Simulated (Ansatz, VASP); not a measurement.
## HgTe in VASP and in Ansatz

INCAR

```
SYSTEM = HgTe
PREC = Accurate
ENCUT = 520
EDIFF = 1E-8
ISMEAR = -1
SIGMA = 0.05
LREAL = .False.
LASPH = .True.
NELM = 100
ALGO = Normal
ISIF = 2
LWAVE = .False.
LCHARG = .False.
GGA = PS
LEFG = .True.
NBANDS = 16
```

Contents of KPOINTS:

```
regular mesh
0
Gamma
  9 9 9
  0 0 0
```

POSCAR

```
HgTe
1.0
    0.0000000000      3.2659193382      3.2659193382
    3.2659193382      0.0000000000      3.2659193382
    3.2659193382      3.2659193382      0.0000000000
Hg Te
1 1
Direct
    0.0000000000      0.0000000000      0.0000000000
    0.7500000000      0.7500000000      0.7500000000
```

Input for Ansatz:

```yaml
crystal:
  lattice:
    - [0.0, 3.2659193382, 3.2659193382]
    - [3.2659193382, 0.0, 3.2659193382]
    - [3.2659193382, 3.2659193382, 0.0]
  atoms:
    - { symbol: Hg, position: [0.0, 0.0, 0.0] }
    - { symbol: Te, position: [0.75, 0.75, 0.75] }
kpoints:
  mp_grid: { grid: [9, 9, 9] }
scf:
  occupations: { method: fermi_dirac, width: 0.05 }
hamiltonian:
  xc: pbesol
  pseudopotentials: { kind: all_electron, datasets: crystal }
output:
  forces: true
  stress: true
  eigenvalues: true
  efg: { contact_densities: true }
```

Change from the starting cell: volume scaled by 1.04, crystal datasets.

Alike in both runs: task electric field gradients; functional PBEsol; k mesh 9 × 9 × 9; occupations fermi-dirac, width 0.05 eV; no spin polarisation.

|  | VASP | Ansatz |
| --- | --- | --- |
| version | VASP 6.6.1 | Ansatz 0.2.0 |
| potentials or method | VASP PAW PBE potentials, release 64 (Hg, Te), cutoff 520 eV | all-electron PAW with datasets made for the crystal, scalar-relativistic |

```tsv
	VASP	Ansatz	Ansatz less VASP
pressure (GPa)	-0.3	-0.4	-0.10
```

VASP's potentials were made for PBE, not for PBEsol. Ansatz ran all-electron here, and VASP with PAW potentials.

Spin-orbit coupling is off throughout.
